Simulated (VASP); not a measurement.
Write the native input for VASP 6.6.1 that does the following.

```
Task                   : relaxation of cell and atoms
Functional             : PBEsol
Potentials or basis    : VASP PAW PBE potentials, release 64 (Na_pv, F)
Cutoff                 : 600 eV
k mesh                 : 18 × 18 × 18
Occupations            : fermi-dirac, width 0.05 eV
Spin                   : no spin polarisation
Dipole correction      : no
Further INCAR settings : ALGO = Normal; EDIFF = 1e-07; IBRION = 2; EDIFFG = -0.002; NSW = 100; ISIF = 3
```

The structure of NaF lies in POSCAR:

```
NaF
1.0
    0.0000000000      2.3200000000      2.3200000000
    2.3200000000      0.0000000000      2.3200000000
    2.3200000000      2.3200000000      0.0000000000
Na F
1 1
Direct
    0.0000000000      0.0000000000      0.0000000000
    0.5000000000      0.5000000000      0.5000000000
```

These files were run (other wordings do the same):

INCAR

```
  PREC = Accurate
  ENCUT = 600
  EDIFF = 1E-7
  ISMEAR = -1
  SIGMA = 0.05
  LREAL = F
  LASPH = T
  NELM = 100
  ALGO = Normal
  ISIF = 3
  LWAVE = F
  LCHARG = F
  GGA = PS
  IBRION = 2
  NSW = 100
  EDIFFG = -0.002
```

KPOINTS

```
Automatic mesh
0
Gamma
  18 18 18
```

Potentials or basis: VASP PAW PBE potentials, release 64 (Na_pv, F).

Launch:

```sh
$ cat potpaw_PBE.64/Na_pv/POTCAR potpaw_PBE.64/F/POTCAR > POTCAR
$ mpirun -np 1 vasp_std > vasp.out
```

It gave:

The relaxed volume is 12.37 Å³/atom. The relaxed cell is a = 3.271 Å, b = 3.271 Å, c = 3.271 Å, α = 60.00°, β = 60.00°, γ = 60.00°, the space group after relaxing (to 0.1 Å) is Fm-3m (No. 225) and the energy gained by relaxing is 0.2 meV/atom. The ionic steps are 7. The pressure after relaxing is 0.0 GPa and the band gap on the k mesh is 6.19 eV.

Caveat: the PAW data sets were made with another functional, which shifts forces and pressure a little.

Wall time 4.3 min on 1 thread of AMD EPYC 7R13 Processor (Zen 3), on a shared host, peak memory 0.16 GiB.
